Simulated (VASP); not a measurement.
## AlCu3: single point with PBEsol

The system is AlCu3.

```
Cu Al
1.0
     0.00000    2.90714    2.90714
     2.90714    0.00000    2.90714
     2.90714    2.90714    0.00000
Cu Al
3 1
Direct
  0.75000 0.75000 0.75000
  0.25000 0.25000 0.25000
  0.50000 0.50000 0.50000
  0.00000 0.00000 0.00000
```

This cell differs from its parent crystal: volume scaled by 1.02.

| Item | Value |
| --- | --- |
| Program | VASP 6.6.1 |
| Task | single point |
| Functional | PBEsol |
| Potentials or basis | VASP PAW PBE potentials, release 64 (Cu, Al) |
| Cutoff | 520 eV |
| k mesh | 8 × 8 × 8 |
| Occupations | fermi-dirac, width 0.05 eV |
| Spin | no spin polarisation |
| Dipole correction | no |
| Further INCAR settings | ALGO = Normal; EDIFF = 1e-06; NBANDS = 26 |

```
Pressure               : -2.8 GPa
Band gap on the k mesh : zero (band 18 reaches 12.01 eV, above the bottom of band 19 at 6.20 eV)
```

Levels at points of the mesh, in eV from the Fermi level:
| k point | band 14 | band 15 | band 16 | band 17 | band 18 | band 19 | band 20 | band 21 | band 22 | band 23 |
| --- | --- | --- | --- | --- | --- | --- | --- | --- | --- | --- |
| (0.00, 0.00, 0.00) | -2.56 | -2.44 | -2.44 | 3.74 | 3.74 | 3.74 | 4.10 | 4.10 | 4.10 | 4.99 |
| (0.50, 0.00, 0.00) | -2.55 | -2.39 | -2.39 | -2.12 | 2.68 | 2.68 | 2.89 | 2.89 | 3.54 | 5.44 |
| (0.50, 0.50, 0.00) | -2.31 | -2.31 | -2.27 | -2.08 | -2.08 | -2.07 | 1.94 | 2.27 | 10.80 | 10.80 |

Wall time 46 s on 1 thread of AMD EPYC 7R43 64-Core Processor (Zen 3), on a shared host, peak memory 0.14 GiB.

Caveat: the PAW data sets were made with another functional, which shifts forces and pressure a little.
